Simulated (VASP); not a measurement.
# TmBr2 (Fm-3m) in VASP: single point with PBE+U

Aim: the single point of TmBr2 with PBE+U.

Program: VASP 6.6.1. These are calculated values, not measurements. Logs are shortened: lines on timing, memory, paths and dates and some standing lists are left out, and cuts for length are marked.

### Step 1. The cell of the first run

The structure is cubic, space group Fm-3m (No. 225). The conventional cell has a = 7.119 Å, b = 7.119 Å, c = 7.119 Å, α = 90.00°, β = 90.00°, γ = 90.00°. Tm (site symmetry m-3m) has 8 Br at 3.08 Å within 4.1 Å. Within 4.1 Å of Br (site symmetry -43m) lie 4 Tm at 3.08 Å and 6 Br at 3.56 Å.

### Step 2. Single point, PBE+U, collinear spin, ferromagnetic start

INCAR reads:

```
PREC = Accurate
ENCUT = 520
EDIFF = 1E-6
ISMEAR = 0
SIGMA = 0.05
LREAL = False
LASPH = True
NELM = 150
ALGO = Normal
ISIF = 2
LWAVE = False
LCHARG = True
ISPIN = 2
MAGMOM = 1 0 0
LORBIT = 11
LMAXMIX = 6
LDAU = True
LDAUTYPE = 2
LDAUL = 3 -1
LDAUU = 6 0
LDAUJ = 0 0
LDAUPRINT = 1
GGA = PE
LELF = True
LVHAR = True
NBANDS = 30
```

KPOINTS reads:

```
Automatic mesh
0
Gamma
  4 4 4
```

POSCAR reads:

```
TmBr2
1.0
    0.0000000000      3.5595838027      3.5595838027
    3.5595838027      0.0000000000      3.5595838027
    3.5595838027      3.5595838027      0.0000000000
Tm Br
1 2
Direct
    0.0000000000      0.0000000000      0.0000000000
    0.2500000000      0.2500000000      0.2500000000
    0.7500000000      0.7500000000      0.7500000000
```

Potentials or basis: VASP PAW PBE potentials, release 64 (Tm, Br).

Started as:

```sh
$ cat potpaw_PBE.64/Tm/POTCAR potpaw_PBE.64/Br/POTCAR > POTCAR
$ mpirun -np 1 vasp_std > vasp.out
```

OUTCAR:

```text
PREC = Accurate
   ENCUT = 520
   EDIFF = 1E-6
   ISMEAR = 0
   LREAL = False
   LASPH = True
   NELM = 150
   ISIF = 2
   ISPIN = 2
   LORBIT = 11
   GGA = PE

 ion  position               nearest neighbor table
   1  0.000  0.000  0.000-   3 3.08   3 3.08   3 3.08   2 3.08   2 3.08   2 3.08   3 3.08   2 3.08

   2  0.250  0.250  0.250-   1 3.08   1 3.08   1 3.08   1 3.08
   3  0.750  0.750  0.750-   1 3.08   1 3.08   1 3.08   1 3.08

  LATTYP: Found a face centered cubic cell.
 ALAT       =     7.1191676054

  Lattice vectors:

 A1 = (   0.0000000000,   3.5595838027,   3.5595838027)
 A2 = (   3.5595838027,   0.0000000000,   3.5595838027)
 A3 = (   3.5595838027,   3.5595838027,   0.0000000000)

Analysis of symmetry for initial positions (statically):
=====================================================================
 Subroutine PRICEL returns:
 Original cell was already a primitive cell.

 Routine SETGRP: Setting up the symmetry group for a
 face centered cubic supercell.

 Subroutine GETGRP returns: Found 48 space group operations
 (whereof 48 operations were pure point group operations)
 out of a pool of 48 trial point group operations.

The static configuration has the point symmetry O_h .

Analysis of symmetry for dynamics (positions and initial velocities):
=====================================================================
 Subroutine PRICEL returns:
 Original cell was already a primitive cell.

 Routine SETGRP: Setting up the symmetry group for a
 face centered cubic supercell.

 Subroutine GETGRP returns: Found 48 space group operations
 (whereof 48 operations were pure point group operations)
 out of a pool of 48 trial point group operations.

The dynamic configuration has the point symmetry O_h .

Analysis of structural, dynamic, and magnetic symmetry:
=====================================================================
 Subroutine PRICEL returns:
 Original cell was already a primitive cell.

 Routine SETGRP: Setting up the symmetry group for a
 face centered cubic supercell.

 Subroutine GETGRP returns: Found 48 space group operations
 (whereof 48 operations were pure point group operations)
 out of a pool of 48 trial point group operations.

The overall configuration has the point symmetry O_h .

 Subroutine INISYM returns: Found 48 space group operations
 (whereof 48 operations are pure point group operations),
 and found     1 'primitive' translations

----------------------------------------------------------------------------------------

                                     Primitive cell

  volume of cell :      90.2044

  direct lattice vectors                    reciprocal lattice vectors
     0.000000000  3.559583803  3.559583803    -0.140465860  0.140465860  0.140465860
[... 120 lines left out ...]
  0.9904 -0.0000  0.0003 -0.0000 -0.0000 -0.0000 -0.0000
 -0.0000  0.9977 -0.0000 -0.0000  0.0000 -0.0000  0.0000
  0.0003 -0.0000  0.9903  0.0000  0.0000 -0.0000 -0.0000
 -0.0000 -0.0000  0.0000  0.9906  0.0000  0.0000  0.0000
 -0.0000  0.0000  0.0000  0.0000  0.9903 -0.0000 -0.0003
 -0.0000 -0.0000 -0.0000  0.0000 -0.0000  0.9900  0.0000
 -0.0000  0.0000 -0.0000  0.0000 -0.0003  0.0000  0.9904

spin component  2

  0.9887  0.0000 -0.0003 -0.0000  0.0000 -0.0000  0.0000
  0.0000  0.0053  0.0000  0.0000 -0.0000  0.0000 -0.0000
 -0.0003  0.0000  0.9888  0.0000  0.0000 -0.0000 -0.0000
 -0.0000  0.0000  0.0000  0.9885  0.0000  0.0000  0.0000
  0.0000 -0.0000  0.0000  0.0000  0.9888 -0.0000  0.0003
 -0.0000  0.0000 -0.0000  0.0000 -0.0000  0.9890 -0.0000
  0.0000 -0.0000 -0.0000  0.0000  0.0003 -0.0000  0.9887

 occupancies and eigenvectors

  o =  0.0053  v =  0.0000  0.0000  0.0000  0.0000  0.0000  0.0000  0.0000  0.0000 -1.0000  0.0000  0.0000 -0.0000  0.0000 -0.0000      0.0000  0.0000  0.0000  0.0000  0.0000  0.0000  0.0000  0.0000  0.0000  0.0000  0.0000  0.0000  0.0000  0.0000
  o =  0.9885  v =  0.0000  0.0000  0.0000  0.0000  0.0000  0.0000  0.0000 -0.0000  0.0000 -0.0000  1.0000 -0.0000 -0.0000  0.0001      0.0000  0.0000  0.0000  0.0000  0.0000  0.0000  0.0000  0.0000  0.0000  0.0000  0.0000  0.0000  0.0000  0.0000
  o =  0.9885  v =  0.0000  0.0000  0.0000  0.0000  0.0000  0.0000  0.0000 -0.7906 -0.0000 -0.6124 -0.0000  0.0041 -0.0000 -0.0053      0.0000  0.0000  0.0000  0.0000  0.0000  0.0000  0.0000  0.0000  0.0000  0.0000  0.0000  0.0000  0.0000  0.0000
  o =  0.9885  v =  0.0000  0.0000  0.0000  0.0000  0.0000  0.0000  0.0000 -0.0053 -0.0000 -0.0041 -0.0001 -0.6124  0.0000  0.7906      0.0000  0.0000  0.0000  0.0000  0.0000  0.0000  0.0000  0.0000  0.0000  0.0000  0.0000  0.0000  0.0000  0.0000
  o =  0.9890  v =  0.0000  0.0000  0.0000  0.0000  0.0000  0.0000  0.0000  0.0000  0.0000 -0.0000  0.0000 -0.0000  1.0000 -0.0000      0.0000  0.0000  0.0000  0.0000  0.0000  0.0000  0.0000  0.0000  0.0000  0.0000  0.0000  0.0000  0.0000  0.0000
  o =  0.9890  v =  0.0000  0.0000  0.0000  0.0000  0.0000  0.0000  0.0000 -0.6124  0.0000  0.7906  0.0000  0.0000  0.0000  0.0000      0.0000  0.0000  0.0000  0.0000  0.0000  0.0000  0.0000  0.0000  0.0000  0.0000  0.0000  0.0000  0.0000  0.0000
  o =  0.9890  v =  0.0000  0.0000  0.0000  0.0000  0.0000  0.0000  0.0000 -0.0000  0.0000  0.0000 -0.0000 -0.7906 -0.0000 -0.6124      0.0000  0.0000  0.0000  0.0000  0.0000  0.0000  0.0000  0.0000  0.0000  0.0000  0.0000  0.0000  0.0000  0.0000
  o =  0.9900  v =  0.6124 -0.0000 -0.7906  0.0000  0.0030  0.0000  0.0023  0.0000  0.0000  0.0000  0.0000  0.0000  0.0000  0.0000      0.0000  0.0000  0.0000  0.0000  0.0000  0.0000  0.0000  0.0000  0.0000  0.0000  0.0000  0.0000  0.0000  0.0000
  o =  0.9900  v =  0.0023  0.0000 -0.0030  0.0000 -0.7906 -0.0000 -0.6124  0.0000  0.0000  0.0000  0.0000  0.0000  0.0000  0.0000      0.0000  0.0000  0.0000  0.0000  0.0000  0.0000  0.0000  0.0000  0.0000  0.0000  0.0000  0.0000  0.0000  0.0000
  o =  0.9900  v =  0.0000  0.0000 -0.0000  0.0000  0.0000 -1.0000  0.0000  0.0000  0.0000  0.0000  0.0000  0.0000  0.0000  0.0000      0.0000  0.0000  0.0000  0.0000  0.0000  0.0000  0.0000  0.0000  0.0000  0.0000  0.0000  0.0000  0.0000  0.0000
  o =  0.9906  v =  0.0000  0.0000  0.0000 -1.0000  0.0001 -0.0000 -0.0001  0.0000  0.0000  0.0000  0.0000  0.0000  0.0000  0.0000      0.0000  0.0000  0.0000  0.0000  0.0000  0.0000  0.0000  0.0000  0.0000  0.0000  0.0000  0.0000  0.0000  0.0000
  o =  0.9906  v = -0.7906 -0.0000 -0.6124 -0.0000 -0.0000  0.0000  0.0000  0.0000  0.0000  0.0000  0.0000  0.0000  0.0000  0.0000      0.0000  0.0000  0.0000  0.0000  0.0000  0.0000  0.0000  0.0000  0.0000  0.0000  0.0000  0.0000  0.0000  0.0000
  o =  0.9906  v = -0.0000  0.0000 -0.0000  0.0001  0.6124  0.0000 -0.7906  0.0000  0.0000  0.0000  0.0000  0.0000  0.0000  0.0000      0.0000  0.0000  0.0000  0.0000  0.0000  0.0000  0.0000  0.0000  0.0000  0.0000  0.0000  0.0000  0.0000  0.0000
  o =  0.9977  v =  0.0000 -1.0000  0.0000 -0.0000 -0.0000 -0.0000 -0.0000  0.0000  0.0000  0.0000  0.0000  0.0000  0.0000  0.0000      0.0000  0.0000  0.0000  0.0000  0.0000  0.0000  0.0000  0.0000  0.0000  0.0000  0.0000  0.0000  0.0000  0.0000

 number of electron      37.0000008 magnetization       0.9999536

 Free energy of the ion-electron system (eV)
  ---------------------------------------------------
  ext. energy  EPLUGINS =         0.00000000
  ---------------------------------------------------
  free energy    TOTEN  =       -12.27493662 eV

  energy without entropy =      -12.27493662  energy(sigma->0) =      -12.27493662

 E-fermi :   2.5514     XC(G=0):  -8.7802

 val. band max:        2.1729803069   @ k =   0.0000   0.0000   0.0000
 cond. band min:       4.2825363863   @ k =   0.0000   0.0000   0.0000
 fundamental gap:      2.1095560794
 Fermi energy:         2.5514230497

 spin component 1

 k-point     1 :       0.0000    0.0000    0.0000
  band No.  band energies     occupation
      1     -46.4326      1.00000
      2     -20.0096      1.00000
      3     -20.0096      1.00000
      4     -20.0096      1.00000
      5     -13.5703      1.00000
      6     -12.5078      1.00000
[... 253 lines left out ...]
     29      11.4202      0.00000
     30      11.4202      0.00000
 Fermi energy:         2.5514230497

 spin component 2

 k-point     1 :       0.0000    0.0000    0.0000
  band No.  band energies     occupation
      1     -45.9863      1.00000
      2     -19.7014      1.00000
      3     -19.7014      1.00000
      4     -19.7014      1.00000
      5     -13.5718      1.00000
      6     -12.4988      1.00000
[... 253 lines left out ...]
     29      11.4246      0.00000
     30      11.4246      0.00000

------------------------ aborting loop because EDIFF is reached ----------------------------------------

  FORCE on cell =-STRESS in cart. coord.  units (eV):
  Direction    XX          YY          ZZ          XY          YZ          ZX
  --------------------------------------------------------------------------------------
  -------------------------------------------------------------------------------------
  Total        0.8316250      0.8316250      0.8316250      0.0000000      0.0000000      0.0000000
  in kB       14.7710189     14.7710189     14.7710189      0.0000000      0.0000000      0.0000000
  external PRESSURE =      14.7710189 kB  Pullay stress =       0.0000000 kB

 VOLUME and BASIS-vectors are now :
 -----------------------------------------------------------------------------
  energy-cutoff  :      520.00
  volume of cell :       90.20
      direct lattice vectors                 reciprocal lattice vectors
     0.000000000  3.559583803  3.559583803    -0.140465860  0.140465860  0.140465860
     3.559583803  0.000000000  3.559583803     0.140465860 -0.140465860  0.140465860
     3.559583803  3.559583803  0.000000000     0.140465860  0.140465860 -0.140465860

 POSITION                                       TOTAL-FORCE (eV/Angst)
 -----------------------------------------------------------------------------------
      0.00000      0.00000      0.00000         0.000000      0.000000      0.000000
      1.77979      1.77979      1.77979         0.000000      0.000000      0.000000
      5.33938      5.33938      5.33938        -0.000000     -0.000000     -0.000000
 -----------------------------------------------------------------------------------
    total drift:                               -0.000000      0.000000      0.000000

  FREE ENERGIE OF THE ION-ELECTRON SYSTEM (eV)
  ---------------------------------------------------
  free  energy   TOTEN  =       -12.2749366162 eV

  energy  without entropy=      -12.2749366162  energy(sigma->0) =      -12.27493662

 total charge

# of ion       s       p       d       f       tot
--------------------------------------------------
    1        2.061   5.982   0.197  12.870  21.111
    2        1.607   3.307   0.010   0.000   4.923
    3        1.607   3.307   0.010   0.000   4.923
--------------------------------------------------
tot          5.274  12.597   0.217  12.870  30.958

 magnetization (x)

# of ion       s       p       d       f       tot
--------------------------------------------------
    1        0.000  -0.016   0.003   1.001   0.988
    2       -0.000  -0.003  -0.000   0.000  -0.003
    3       -0.000  -0.003  -0.000   0.000  -0.003
--------------------------------------------------
tot         -0.000  -0.021   0.002   1.001   0.983
```

Wall time 4.8 min (1 thread of AMD EPYC 7R43 (Zen 3), shared host); peak memory 0.28 GiB.

What came out:

```yaml
Free_energy: -12.2749 eV
Pressure: 1.5 GPa
Band_gap_on_the_k_mesh: 2.11 eV
Net_moment: 1.00 μB per cell
Site_moments: Tm +0.99; Br -0.00 μB
Valence_electrons_inside_the_program's_atomic_spheres: Tm 21.11; Br 4.92
```

Eigenvalues of the final occupation matrices:
| site | spin | trace | eigenvalues |
| --- | --- | --- | --- |
| site 1 f | 1 | 6.94 | 0.99 0.99 0.99 0.99 0.99 0.99 1.00 |
| site 1 f | 2 | 5.94 | 0.01 0.99 0.99 0.99 0.99 0.99 0.99 |

Caveat: the magnetic or orbital state may not be the lowest; spin-orbit coupling is left out, which moves the levels of the heavy elements.
